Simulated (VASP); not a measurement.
# SiO2 (I-42d) in VASP: a series of runs, part 2 of 2

VASP 6.6.1.

## (3) Single point, LDA

This run uses another cell than the first one, of the same volume but with other edges.

INCAR reads:

```
SYSTEM = SiO2
PREC     = Accurate       ! precision mode
ENCUT    = 520            ! plane-wave cutoff, eV
EDIFF    = 1E-7           ! SCF threshold, eV
ISMEAR   = 0              ! smearing method
SIGMA    = 0.05           ! smearing width, eV
LREAL    = .FALSE.        ! projectors in reciprocal space
LASPH    = .TRUE.         ! aspherical terms in the spheres
NELM     = 80             ! most SCF steps
ALGO     = Normal         ! electronic algorithm
ISIF     = 2              ! what is computed and relaxed
LWAVE    = .FALSE.        ! write WAVECAR
LCHARG   = .FALSE.        ! write CHGCAR
GGA      = CA             ! functional
NBANDS   = 25             ! bands
```

KPOINTS reads:

```
Automatic mesh
0
G
  8 8 8
  0 0 0
```

POSCAR reads:

```
SiO2
1.0
   -2.2562905604      2.2562905604      4.3401146687
    2.2562905604     -2.2562905604      4.3401146687
    2.2562905604      2.2562905604     -4.3401146687
Si O
2 4
Direct
    0.0000000000      0.0000000000      0.0000000000
    0.7500000000      0.2500000000      0.5000000000
    0.9742769968      0.6250000000      0.8492769968
    0.3750000000      0.2242769968      0.3492769968
    0.7757230032      0.1250000000      0.1507230032
    0.8750000000      0.0257230032      0.6507230032
```

Potentials or basis: VASP PAW LDA potentials, release 64 (Si, O).

The run is started by

```bash
$ cat potpaw_LDA.64/Si/POTCAR potpaw_LDA.64/O/POTCAR > POTCAR
$ mpirun -np 1 vasp_std > vasp.out
```

OUTCAR:

```text
SYSTEM = SiO2
   PREC = Accurate
   ENCUT = 520
   EDIFF = 1E-7
   ISMEAR = 0
   LREAL = .FALSE.
   LASPH = .TRUE.
   NELM = 80
   ISIF = 2
   GGA = CA

 ion  position               nearest neighbor table
   1  0.000  0.000  0.000-   3 1.63   5 1.63   6 1.63   4 1.63   2 3.13   2 3.13   2 3.13   2 3.13

   2  0.750  0.250  0.500-   4 1.63   5 1.63   6 1.63   3 1.63   1 3.13   1 3.13   1 3.13   1 3.13

   3  0.974  0.625  0.849-   1 1.63   2 1.63
   4  0.375  0.224  0.349-   2 1.63   1 1.63
   5  0.776  0.125  0.151-   1 1.63   2 1.63
   6  0.875  0.026  0.651-   1 1.63   2 1.63

  LATTYP: Found a body centered tetragonal cell.
 ALAT       =     4.5125811208
 C/A-ratio  =     1.9235619494

  Lattice vectors:

 A1 = (  -2.2562905604,   2.2562905604,   4.3401146687)
 A2 = (   2.2562905604,  -2.2562905604,   4.3401146687)
 A3 = (   2.2562905604,   2.2562905604,  -4.3401146687)

Analysis of symmetry for initial positions (statically):
=====================================================================
 Subroutine PRICEL returns:
 Original cell was already a primitive cell.

 Routine SETGRP: Setting up the symmetry group for a
 body centered tetragonal supercell.

 Subroutine GETGRP returns: Found  8 space group operations
 (whereof  4 operations were pure point group operations)
 out of a pool of 16 trial point group operations.

The static configuration has the point symmetry S_4 .
 The point group associated with its full space group is D_2d.

Analysis of symmetry for dynamics (positions and initial velocities):
=====================================================================
 Subroutine PRICEL returns:
 Original cell was already a primitive cell.

 Routine SETGRP: Setting up the symmetry group for a
 body centered tetragonal supercell.

 Subroutine GETGRP returns: Found  8 space group operations
 (whereof  4 operations were pure point group operations)
[... 125 lines left out ...]
   EFERMI =   0.00;   METHOD = LEGACY
   ISMEAR =     0;   SIGMA  =   0.05  broadening in eV -4-tet -1-fermi 0-gaus
   EFERMI_NEDOS =   21; number of points for ismear=-14 and -15
   IALGO  =     38    algorithm
   IMIX   =      4    mixing-type and parameters
     AMIX     =   0.40;   BMIX     =  1.00
     AMIX_MAG =   1.60;   BMIX_MAG =  1.00
  volume/ion in A,a.u.               =      14.73        99.40
  Fermi-wavevector in a.u.,A,eV,Ry     =   1.166830  2.204990 18.524240  1.361493
  Thomas-Fermi vector in A             =   2.303338
   LORBIT       =      0    0 simple, 1 ext, 2 COOP (PROOUT), +10 PAW based schemes
   GGA     = CA    functional components
   LHFCALC =     F    Hartree Fock is set to
   AEXX    =    0.0000 exact exchange contribution
   IVDW    =     0    specifies the selected vdW correction
   LEPSILON=     F    determine dielectric tensor
   LRPA    =     F    only Hartree local field effects (RPA)
 non-spin polarized calculation
 Gauss-broadening in eV      SIGMA  =   0.05
  energy-cutoff  :      520.00
  volume of cell :       88.38
 maximum number of plane-waves:      2396
   NGX = 19   NGY = 19   NGZ = 19

 number of electron      32.0000013 magnetization

 Free energy of the ion-electron system (eV)
  ---------------------------------------------------
  ext. energy  EPLUGINS =         0.00000000
  ---------------------------------------------------
  free energy    TOTEN  =       -50.94345051 eV

  energy without entropy =      -50.94345051  energy(sigma->0) =      -50.94345051

 E-fermi :   0.3120     XC(G=0):  -8.8837

 val. band max:        0.0245544844   @ k =   0.0000   0.0000   0.0000
 cond. band min:       4.6756619990   @ k =   0.0000   0.0000   0.0000
 fundamental gap:      4.6511075145
 Fermi energy:         0.3120476488

 k-point     1 :       0.0000    0.0000    0.0000
  band No.  band energies     occupation
      1     -19.3395      2.00000
      2     -17.6576      2.00000
      3     -16.8183      2.00000
      4     -16.8183      2.00000
      5      -9.7936      2.00000
      6      -6.2261      2.00000
[... 661 lines left out ...]
     24      11.4742      0.00000
     25      12.2888      0.00000

 [... further k-points ...]
[... 5 lines left out ...]
  --------------------------------------------------------------------------------------
  -------------------------------------------------------------------------------------
  Total        1.6879813      1.6879813    -11.0451643      0.0000000      0.0000000      0.0000000
  in kB       30.6003906     30.6003906   -200.2310908      0.0000000      0.0000000      0.0000000
  external PRESSURE =     -46.3434365 kB  Pullay stress =       0.0000000 kB

 VOLUME and BASIS-vectors are now :
 -----------------------------------------------------------------------------
  energy-cutoff  :      520.00
  volume of cell :       88.38
      direct lattice vectors                 reciprocal lattice vectors
    -2.256290560  2.256290560  4.340114669     0.000000000  0.221602664  0.115204329
     2.256290560 -2.256290560  4.340114669     0.221602664  0.000000000  0.115204329
     2.256290560  2.256290560 -4.340114669     0.221602664  0.221602664  0.000000000

 POSITION                                       TOTAL-FORCE (eV/Angst)
 -----------------------------------------------------------------------------------
      0.00000      0.00000      0.00000        -0.000000     -0.000000     -0.000000
      0.00000      2.25629      2.17006         0.000000     -0.000000      0.000000
      1.12815      2.70429      3.25509        -0.000000      0.289554     -0.000000
      0.44800      1.12815      1.08503         0.289554     -0.000000     -0.000000
     -1.12815      1.80830      3.25509         0.000000     -0.289554      0.000000
     -0.44800      3.38444      1.08503        -0.289554     -0.000000      0.000000
 -----------------------------------------------------------------------------------
    total drift:                                0.000003      0.000003      0.000004

  FREE ENERGIE OF THE ION-ELECTRON SYSTEM (eV)
  ---------------------------------------------------
  free  energy   TOTEN  =       -50.9434505083 eV

  energy  without entropy=      -50.9434505083  energy(sigma->0) =      -50.94345051
```

stdout:

```text
POSCAR found type information on POSCAR SiO
 POSCAR found :  2 types and       6 ions
 scaLAPACK will be used
 LDA part: xc-table for (Slater(with rela. corr.)+CA(PZ))
 , standard interpolation
 POSCAR, INCAR and KPOINTS ok, starting setup
 FFT: planning ... GRIDC
 FFT: planning ... GRID_SOFT
 FFT: planning ... GRID
 WAVECAR not read
 entering main loop
```

Run time: 83 s. Hardware: 1 thread of AMD EPYC 9R45 (Zen 5), shared host; peak memory 0.21 GiB.

What came out:

| Quantity | Value |
| --- | --- |
| Free energy | -50.9435 eV |
| Pressure | -4.6 GPa |
| Largest force | 0.290 eV/Å |
| Band gap on the k mesh | 4.65 eV |

Forces in eV/Å, atoms in the order of the input:
```
Si   0.000  0.000  0.000
Si   0.000  0.000  0.000
O    0.000  0.290  0.000
O    0.290  0.000  0.000
O    0.000 -0.290  0.000
O   -0.290  0.000  0.000
```

Caveat: the stress differs along the axes, from -20 to 3 GPa. A k mesh can miss the band edges.
